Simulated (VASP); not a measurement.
A run of VASP 6.6.1 is set up as follows.

File INCAR:

```
SYSTEM = Ge
PREC     = Accurate       ! precision mode
ENCUT    = 620            ! plane-wave cutoff, eV
EDIFF    = 1E-7           ! SCF threshold, eV
ISMEAR   = -1             ! smearing method
SIGMA    = 0.05           ! smearing width, eV
LREAL    = .False.        ! projectors in reciprocal space
LASPH    = .True.         ! aspherical terms in the spheres
NELM     = 300            ! most SCF steps
ALGO     = All            ! electronic algorithm
ISIF     = 3              ! what is computed and relaxed
LWAVE    = .False.        ! write WAVECAR
LCHARG   = .False.        ! write CHGCAR
GGA      = RP             ! functional
IVDW     = 13             ! dispersion correction
IBRION   = 2              ! ionic algorithm
NSW      = 60             ! ionic steps
EDIFFG   = -0.01          ! ionic threshold
GGA_COMPAT= .False.      
NELMIN   = 4            
ISEARCH  = 1            
KPAR     = 4
```

The input KPOINTS:

```
regular mesh
0
Gamma
  10 10 6
  0 0 0
```

The input POSCAR:

```
Ge
1.0
    1.4880529250     -2.5946896100      0.0000000000
    1.4880529250      2.5946896100      0.0000000000
    0.0000000000      0.0000000000      4.7275957900
Ge
2
Direct
    0.3334466300      0.6665533700      0.2500000000
    0.6665533700      0.3334466300      0.7500000000
```

Potentials or basis: VASP PAW PBE potentials, release 64 (Ge_d).

The run is started by

```bash
$ cat potpaw_PBE.64/Ge_d/POTCAR > POTCAR
$ mpirun -np 4 vasp_std > vasp.out
```

Task: Predict the space group after relaxing (to 0.1 Å).

Result: P6_3/mmc (No. 194).

Task: Estimate the dispersion energy per atom.

Result: -0.767 eV.

Task: Predict the band gap on the k mesh.

Result: Zero (bands 14 and 15 overlap by 9.23 eV).

Final structure:
```yaml
crystal:
  lattice:
    - [1.46384, -2.58605, 0.00000]
    - [1.46384, 2.58605, 0.00000]
    - [0.00000, 0.00000, 4.80662]
  atoms:
    - { symbol: Ge, position: [0.33445, 0.66555, 0.25000] }
    - { symbol: Ge, position: [0.66555, 0.33445, 0.75000] }
```
